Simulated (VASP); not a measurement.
# Zr2B3 (P-3m1) in VASP: further runs

The runs below take Zr2B3 through single point, relaxation of cell and atoms, with PBE.

All numbers are computed with VASP 6.6.1; they aren't measurements. Logs are shortened: lines on timing, memory, paths and dates and some standing lists are left out, and cuts for length are marked.

## 1. The cell of the first run

The structure is trigonal, space group P-3m1 (No. 164). The conventional cell has a = 3.352 Å, b = 3.352 Å, c = 5.216 Å, α = 90.00°, β = 90.00°, γ = 120.00°. Within 2.7 Å of Zr (site symmetry 3m) lie 7 B at 2.02 to 2.32 Å. Within 3.1 Å of B (site symmetry -3m) lie 6 Zr at 2.32 Å and 6 B at 2.68 Å. B (site symmetry 3m) has 4 Zr at 2.02 to 2.09 Å and 6 B at 2.46 to 2.68 Å within 2.7 Å.

## 2. Single point, PBE

Contents of INCAR:

```
PREC = Accurate
ENCUT = 520
EDIFF = 1E-7
ISMEAR = 0
SIGMA = 0.1
LREAL = False
LASPH = True
NELM = 100
ALGO = Normal
ISIF = 2
LWAVE = False
LCHARG = False
GGA = PE
NBANDS = 24
```

Contents of KPOINTS:

```
regular mesh
0
Gamma
  6 6 4
```

Contents of POSCAR:

```
Zr2B3
1.0
    3.3523267473      0.0000000000      0.0000000000
   -1.6761633736      2.9032001249      0.0000000000
    0.0000000000      0.0000000000      5.2156758784
Zr B
2 3
Direct
    0.3333333333      0.6666666667      0.2450000000
    0.6666666667      0.3333333333      0.7550000000
    0.0000000000      0.0000000000      0.0000000000
    0.3333333333      0.6666666667      0.6450000000
    0.6666666667      0.3333333333      0.3550000000
```

Potentials or basis: VASP PAW PBE potentials, release 64 (Zr_sv, B).

Run with:

```
> cat potpaw_PBE.64/Zr_sv/POTCAR potpaw_PBE.64/B/POTCAR > POTCAR
> mpirun -np 1 vasp_std > vasp.out
```

OUTCAR:

```text
PREC = Accurate
   ENCUT = 520
   EDIFF = 1E-7
   ISMEAR = 0
   LREAL = False
   LASPH = True
   NELM = 100
   ISIF = 2
   GGA = PE

 ion  position               nearest neighbor table
   1  0.333  0.667  0.245-   5 2.02   5 2.02   5 2.02   4 2.09   3 2.32   3 2.32   3 2.32   2 3.21
                             2 3.21   2 3.21   2 3.29   2 3.29   2 3.29
   2  0.667  0.333  0.755-   4 2.02   4 2.02   4 2.02   5 2.09   3 2.32   3 2.32   3 2.32   1 3.21
                             1 3.21   1 3.21   1 3.29   1 3.29   1 3.29
   3  0.000  0.000  0.000-   1 2.32   2 2.32   1 2.32   2 2.32   2 2.32   1 2.32
   4  0.333  0.667  0.645-   2 2.02   2 2.02   2 2.02   1 2.09
   5  0.667  0.333  0.355-   1 2.02   1 2.02   1 2.02   2 2.09

  LATTYP: Found a hexagonal cell.
 ALAT       =     3.3523267473
 C/A-ratio  =     1.5558375634

  Lattice vectors:

 A1 = (   3.3523267473,   0.0000000000,   0.0000000000)
 A2 = (  -1.6761633736,   2.9032001249,   0.0000000000)
 A3 = (   0.0000000000,   0.0000000000,   5.2156758784)

Analysis of symmetry for initial positions (statically):
=====================================================================
 Subroutine PRICEL returns:
 Original cell was already a primitive cell.

 Routine SETGRP: Setting up the symmetry group for a
 hexagonal supercell.

 Subroutine GETGRP returns: Found 12 space group operations
 (whereof 12 operations were pure point group operations)
 out of a pool of 24 trial point group operations.

The static configuration has the point symmetry D_3d.

Analysis of symmetry for dynamics (positions and initial velocities):
=====================================================================
 Subroutine PRICEL returns:
 Original cell was already a primitive cell.

 Routine SETGRP: Setting up the symmetry group for a
 hexagonal supercell.

 Subroutine GETGRP returns: Found 12 space group operations
 (whereof 12 operations were pure point group operations)
 out of a pool of 24 trial point group operations.

The dynamic configuration has the point symmetry D_3d.

 Subroutine INISYM returns: Found 12 space group operations
 (whereof 12 operations are pure point group operations),
 and found     1 'primitive' translations

----------------------------------------------------------------------------------------

                                     Primitive cell

  volume of cell :      50.7614

  direct lattice vectors                    reciprocal lattice vectors
     3.352326747  0.000000000  0.000000000     0.298300278  0.172223746  0.000000000
    -1.676163374  2.903200125  0.000000000     0.000000000  0.344447491  0.000000000
     0.000000000  0.000000000  5.215675878     0.000000000  0.000000000  0.191729705

  length of vectors
     3.352326747  3.352326747  5.215675878     0.344447491  0.344447491  0.191729705

  position of ions in fractional coordinates (direct lattice)
     0.333333333  0.666666667  0.245000000
     0.666666667  0.333333333  0.755000000
     0.000000000  0.000000000  0.000000000
     0.333333333  0.666666667  0.645000000
     0.666666667  0.333333333  0.355000000

  ion indices of the primitive-cell ions
   primitive index   ion index
                 1           1
                 2           2
                 3           3
                 4           4
                 5           5

----------------------------------------------------------------------------------------

 KPOINTS: regular mesh

Automatic generation of k-mesh.
 Grid dimensions read from file:
 generate k-points for:    6    6    4

 Generating k-lattice:

  Cartesian coordinates                     Fractional coordinates (reciprocal lattice)
     0.049716713  0.028703958  0.000000000     0.166666667  0.000000000  0.000000000
     0.000000000  0.057407915  0.000000000     0.000000000  0.166666667  0.000000000
     0.000000000  0.000000000  0.047932426     0.000000000  0.000000000  0.250000000

  Length of vectors
     0.057407915  0.057407915  0.047932426

  Shift w.r.t. Gamma in fractional coordinates (k-lattice)
     0.000000000  0.000000000  0.000000000

 Subroutine IBZKPT returns following result:
 ===========================================

 Found     24 irreducible k-points:

 Following reciprocal coordinates:
            Coordinates               Weight
  0.000000  0.000000  0.000000      1.000000
  0.166667 -0.000000  0.000000      6.000000
  0.333333 -0.000000  0.000000      6.000000
  0.500000 -0.000000  0.000000      3.000000
  0.166667  0.166667  0.000000      6.000000
  0.333333  0.166667  0.000000     12.000000
[... 16 lines left out ...]
  0.333333  0.166667  0.500000     12.000000
  0.333333  0.333333  0.500000      2.000000
   k-points           NKPTS =     24   k-points in BZ     NKDIM =     24   number of bands    NBANDS=     24
   number of dos      NEDOS =    301   number of ions     NIONS =      5
   total plane-waves  NPLWV =  31360
   dimension x,y,z NGX =    28 NGY =   28 NGZ =   40
   dimension x,y,z NGXF=    56 NGYF=   56 NGZF=   80
   ions per type =               2   3
   NGX,Y,Z   is equivalent  to a cutoff of  13.89, 13.89, 12.75 a.u.
   NGXF,Y,Z  is equivalent  to a cutoff of  27.77, 27.77, 25.50 a.u.
 SYSTEM =  unknown system
   PREC   = accura    normal or accurate (medium, high low for compatibility)
   ISTART =      0    job   : 0-new  1-cont  2-samecut
   ICHARG =      2    charge: 1-file 2-atom 10-const
   ISPIN  =      1    spin polarized calculation?
   LNONCOLLINEAR =      F non collinear calculations
   LSORBIT =      F    spin-orbit coupling
   LASPH  =      T    aspherical Exc in radial PAW
   ENCUT  =  520.0 eV  38.22 Ry    6.18 a.u.   6.23  6.23  9.70*2*pi/ulx,y,z
   NELM   =    100;   NELMIN=  2; NELMDL= -5     # of ELM steps
   EDIFF  = 0.1E-06   stopping-criterion for ELM
   LREAL  =      F    real-space projection
   EDIFFG = 0.1E-05   stopping-criterion for IOM
   NSW    =      0    number of steps for IOM
   IBRION =     -1    ionic relax: 0-MD 1-quasi-New 2-CG
   NFREE  =      0    steps in history (QN), initial steepest desc. (CG)
   ISIF   =      2    stress and relaxation
   ISYM   =      2    0-nonsym 1-usesym 2-fastsym
   POTIM  = 0.5000    time-step for ionic-motion
   TEBEG  =    0.0;   TEEND  =   0.0 temperature during run
   PSTRESS=    0.0 pullay stress
   NELECT =      33.0000    total number of electrons
   NUPDOWN=      -1.0000    fix difference up-down
   EMIN   =  10.00;   EMAX   =-10.00  energy-range for DOS
   EFERMI =   0.00;   METHOD = LEGACY
   ISMEAR =     0;   SIGMA  =   0.10  broadening in eV -4-tet -1-fermi 0-gaus
   EFERMI_NEDOS =   21; number of points for ismear=-14 and -15
   IALGO  =     38    algorithm
   IMIX   =      4    mixing-type and parameters
     AMIX     =   0.40;   BMIX     =  1.00
     AMIX_MAG =   1.60;   BMIX_MAG =  1.00
  volume/ion in A,a.u.               =      10.15        68.51
  Fermi-wavevector in a.u.,A,eV,Ry     =   1.418191  2.679993 27.364946  2.011267
  Thomas-Fermi vector in A             =   2.539343
   LORBIT       =      0    0 simple, 1 ext, 2 COOP (PROOUT), +10 PAW based schemes
   GGA     = PE    functional components
   LHFCALC =     F    Hartree Fock is set to
   AEXX    =    0.0000 exact exchange contribution
   IVDW    =     0    specifies the selected vdW correction
   LEPSILON=     F    determine dielectric tensor
   LRPA    =     F    only Hartree local field effects (RPA)
 non-spin polarized calculation
 Gauss-broadening in eV      SIGMA  =   0.10
  energy-cutoff  :      520.00
  volume of cell :       50.76
 maximum number of plane-waves:      1387
 NGX is ok and might be reduce to    28
   NGX = 13   NGY = 13   NGZ = 19

 number of electron      33.0000000 magnetization

 Free energy of the ion-electron system (eV)
  ---------------------------------------------------
  ext. energy  EPLUGINS =         0.00000000
  ---------------------------------------------------
  free energy    TOTEN  =       -30.18880364 eV

  energy without entropy =      -30.18051079  energy(sigma->0) =      -30.18465721

 E-fermi :  11.0158     XC(G=0): -12.7069

 val. band max:       10.9835235819   @ k =   0.3333   0.1667   0.2500
 cond. band min:      11.1126620945   @ k =   0.1667   0.1667   0.5000
 fundamental gap:      0.1291385126
 Fermi energy:        11.0158489528

 k-point     1 :       0.0000    0.0000    0.0000
  band No.  band energies     occupation
      1     -36.3797      2.00000
      2     -36.2190      2.00000
      3     -15.3985      2.00000
      4     -14.5710      2.00000
      5     -14.5710      2.00000
      6     -14.3843      2.00000
[... 16 lines left out ...]
     23      15.6090      0.00000
     24      17.8933      0.00000

 k-point     2 :       0.1667   -0.0000    0.0000
  band No.  band energies     occupation
      1     -36.3517      2.00000
      2     -36.2097      2.00000
      3     -15.3039      2.00000
      4     -14.7805      2.00000
      5     -14.6466      2.00000
      6     -14.5936      2.00000
[... 16 lines left out ...]
     23      16.1231      0.00000
     24      17.2475      0.00000

 k-point     3 :       0.3333   -0.0000    0.0000
  band No.  band energies     occupation
      1     -36.2898      2.00000
      2     -36.1965      2.00000
      3     -15.1847      2.00000
      4     -15.0692      2.00000
      5     -14.9783      2.00000
      6     -14.7832      2.00000
[... 16 lines left out ...]
     23      16.5204      0.00000
     24      16.7460      0.00000
[... 514 lines left out ...]
 k-point    23 :       0.3333    0.1667    0.5000
  band No.  band energies     occupation
      1     -36.2254      2.00000
      2     -36.2230      2.00000
      3     -15.3438      2.00000
      4     -15.3343      2.00000
      5     -14.8310      2.00000
      6     -14.8235      2.00000
[... 16 lines left out ...]
     23      17.0361      0.00000
     24      17.5331      0.00000

 k-point    24 :       0.3333    0.3333    0.5000
  band No.  band energies     occupation
      1     -36.2146      2.00000
      2     -36.2146      2.00000
      3     -15.2825      2.00000
      4     -15.2825      2.00000
      5     -15.0288      2.00000
      6     -15.0250      2.00000
[... 16 lines left out ...]
     23      17.5766      0.00000
     24      17.5766      0.00000

------------------------ aborting loop because EDIFF is reached ----------------------------------------

  FORCE on cell =-STRESS in cart. coord.  units (eV):
  Direction    XX          YY          ZZ          XY          YZ          ZX
  --------------------------------------------------------------------------------------
  -------------------------------------------------------------------------------------
  Total       31.2582487     31.2582487     20.9516320      0.0000000      0.0000000     -0.0000000
  in kB      986.6004592    986.6004591    661.2939183      0.0000000      0.0000000     -0.0000000
  external PRESSURE =     878.1649455 kB  Pullay stress =       0.0000000 kB

 VOLUME and BASIS-vectors are now :
 -----------------------------------------------------------------------------
  energy-cutoff  :      520.00
  volume of cell :       50.76
      direct lattice vectors                 reciprocal lattice vectors
     3.352326747  0.000000000  0.000000000     0.298300278  0.172223746  0.000000000
    -1.676163374  2.903200125  0.000000000     0.000000000  0.344447491  0.000000000
     0.000000000  0.000000000  5.215675878     0.000000000  0.000000000  0.191729705

 POSITION                                       TOTAL-FORCE (eV/Angst)
 -----------------------------------------------------------------------------------
     -0.00000      1.93547      1.27784         0.000000     -0.000000     -4.300711
      1.67616      0.96773      3.93784        -0.000000      0.000000      4.300711
      0.00000      0.00000      0.00000        -0.000000      0.000000      0.000000
     -0.00000      1.93547      3.36411         0.000000      0.000000     -0.539798
      1.67616      0.96773      1.85156        -0.000000      0.000000      0.539798
 -----------------------------------------------------------------------------------
    total drift:                                0.000000     -0.000000      0.000000

  FREE ENERGIE OF THE ION-ELECTRON SYSTEM (eV)
  ---------------------------------------------------
  free  energy   TOTEN  =       -30.1888036390 eV

  energy  without entropy=      -30.1805107861  energy(sigma->0) =      -30.18465721
```

Wall time 43 s (1 thread of Intel Xeon 8259CL, shared host); peak memory 0.18 GiB.

Results:

```
Free energy            : -30.1888 eV
Pressure               : 87.8 GPa
Largest force          : 4.301 eV/Å
Band gap on the k mesh : zero (an odd number of electrons rules out a gap without spin polarisation)
```

Forces on the atoms (eV/Å):
```
Zr   0.000  0.000 -4.301
Zr   0.000  0.000  4.301
B    0.000  0.000  0.000
B    0.000  0.000 -0.540
B    0.000  0.000  0.540
```

Levels at points of the mesh, in eV from the Fermi level:
```
           k point  band 15  band 16  band 17  band 18  band 19  band 20
(0.00, 0.00, 0.00)    -3.22    -1.68     1.28     1.28     1.59     1.75
(0.50, 0.00, 0.00)    -2.27     0.34     0.38     1.53     1.64     2.77
(0.00, 0.00, 0.50)    -2.62    -2.62     2.65     2.65     2.72     2.72
(0.50, 0.00, 0.50)    -2.34    -1.49     1.07     1.34     1.95     2.89
```

Caveat: the k points lie up to 0.36 Å⁻¹ apart, too coarse for converged energies and pressures of a metal; forces of over 1 eV/Å act on the atoms, so gaps and moduli don't describe the material at rest.

## 3. Single point, PBE

This run uses another cell than the first one, of 13.19 Å³/atom.

Contents of INCAR:

```
SYSTEM = Zr2B3
PREC     = Accurate       ! precision mode
ENCUT    = 520            ! plane-wave cutoff, eV
EDIFF    = 1E-6           ! SCF threshold, eV
ISMEAR   = 0              ! smearing method
SIGMA    = 0.1            ! smearing width, eV
LREAL    = .FALSE.        ! projectors in reciprocal space
LASPH    = .TRUE.         ! aspherical terms in the spheres
NELM     = 80             ! most SCF steps
ALGO     = Normal         ! electronic algorithm
ISIF     = 2              ! what is computed and relaxed
LWAVE    = .FALSE.        ! write WAVECAR
LCHARG   = .FALSE.        ! write CHGCAR
GGA      = PE             ! functional
NBANDS   = 24             ! bands
```

Contents of KPOINTS:

```
regular mesh
0
G
  6 6 4
  0 0 0
```

Contents of POSCAR:

```
Zr2B3
1.0
    3.2397898066      0.0000000000      0.0000000000
   -1.6198949033      2.8057402755      0.0000000000
    0.0000000000      0.0000000000      7.2565946504
Zr B
2 3
Direct
    0.3333333333      0.6666666667      0.2083223669
    0.6666666667      0.3333333333      0.7916776331
    0.0000000000      0.0000000000      0.0000000000
    0.3333333333      0.6666666667      0.5359717208
    0.6666666667      0.3333333333      0.4640282792
```

Potentials or basis: VASP PAW PBE potentials, release 64 (Zr_sv, B).

Run with:

```
> cat potpaw_PBE.64/Zr_sv/POTCAR potpaw_PBE.64/B/POTCAR > POTCAR
> mpirun -np 1 vasp_std > vasp.out
```

Wall time 56 s (1 thread of Intel Xeon 8259CL, shared host); peak memory 0.19 GiB.

The run converged. Its results:

```yaml
Free_energy: -38.1605 eV
Pressure: 0.1 GPa
Largest_force: 0.011 eV/Å
Band_gap_on_the_k_mesh: zero (an odd number of electrons rules out a gap without spin polarisation)
```

Forces on the atoms (eV/Å):
```
Zr   0.000  0.000  0.004
Zr   0.000  0.000 -0.004
B    0.000  0.000  0.000
B    0.000  0.000  0.011
B    0.000  0.000 -0.011
```

Stress tensor (GPa, compression positive):
```
0.07 0.00 0.00
0.00 0.07 0.00
0.00 0.00 0.22
```

Levels at points of the mesh, in eV from the Fermi level:
```csv
k point,band 13,band 14,band 15,band 16,band 17,band 18,band 19,band 20
"(0.00, 0.00, 0.00)",-0.88,0.08,0.08,0.44,0.44,2.16,2.16,3.57
"(0.50, 0.00, 0.00)",-2.06,-1.54,-1.51,-0.47,0.35,0.81,2.68,3.58
"(0.00, 0.00, 0.50)",-0.36,-0.36,-0.10,1.62,1.62,1.70,1.70,3.41
"(0.50, 0.00, 0.50)",-1.87,-1.20,-1.13,-0.22,-0.17,-0.06,2.15,5.42
```

Caveat: the k points lie up to 0.37 Å⁻¹ apart, too coarse for converged energies and pressures of a metal.

(Part 1 of 2 ends here.)
